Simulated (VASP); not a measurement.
Set up this calculation in VASP 6.6.1, as the native input.

| Quantity | Value |
| --- | --- |
| Task | single point |
| Functional | PBE |
| Dispersion | D3(BJ) |
| Potentials or basis | VASP PAW PBE potentials, release 64 (Al, O) |
| Cutoff | 520 eV |
| k mesh | 9 × 9 × 4 |
| Occupations | gaussian, width 0.02 eV |
| Spin | no spin polarisation |
| Dipole correction | no |
| Further INCAR settings | ALGO = Normal; EDIFF = 1e-06; NBANDS = 20 |

The structure of Al2O3 lies in POSCAR:

```
Al2O3
1.0
    2.8672459762      0.0000000000      0.0000000000
   -1.4336229881      2.4831078543      0.0000000000
    0.0000000000      0.0000000000      7.2957682750
Al O
2 3
Direct
    0.0000000000      0.0000000000      0.1907631348
    0.0000000000      0.0000000000      0.8092368652
    0.3333333333      0.6666666667      0.2841164479
    0.6666666667      0.3333333333      0.0000000000
    0.3333333333      0.6666666667      0.7158835521
```

The input as run:

INCAR

```
SYSTEM = Al2O3
PREC     = Accurate       ! precision mode
ENCUT    = 520            ! plane-wave cutoff, eV
EDIFF    = 1E-6           ! SCF threshold, eV
ISMEAR   = 0              ! smearing method
SIGMA    = 0.02           ! smearing width, eV
LREAL    = .FALSE.        ! projectors in reciprocal space
LASPH    = .TRUE.         ! aspherical terms in the spheres
NELM     = 100            ! most SCF steps
ALGO     = Normal         ! electronic algorithm
ISIF     = 2              ! what is computed and relaxed
LWAVE    = .FALSE.        ! write WAVECAR
LCHARG   = .FALSE.        ! write CHGCAR
GGA      = PE             ! functional
IVDW     = 12             ! dispersion correction
NBANDS   = 20             ! bands
```

KPOINTS

```
Automatic mesh
0
G
  9 9 4
  0 0 0
```

Potentials or basis: VASP PAW PBE potentials, release 64 (Al, O).

Command:

```sh
$ cat potpaw_PBE.64/Al/POTCAR potpaw_PBE.64/O/POTCAR > POTCAR
$ mpirun -np 1 vasp_std > vasp.out
```

It gave:

The pressure is 0.0 GPa, the largest force is 0.036 eV/Å and the band gap on the k mesh is 4.55 eV (least direct gap 4.67 eV). The dispersion energy per atom is -0.194 eV.

Caveat: an odd mesh through Γ misses points on the zone boundary, where band edges can lie.

Wall time 49 s on 1 thread of Intel Xeon 8259CL, on a shared host, peak memory 0.2 GiB.
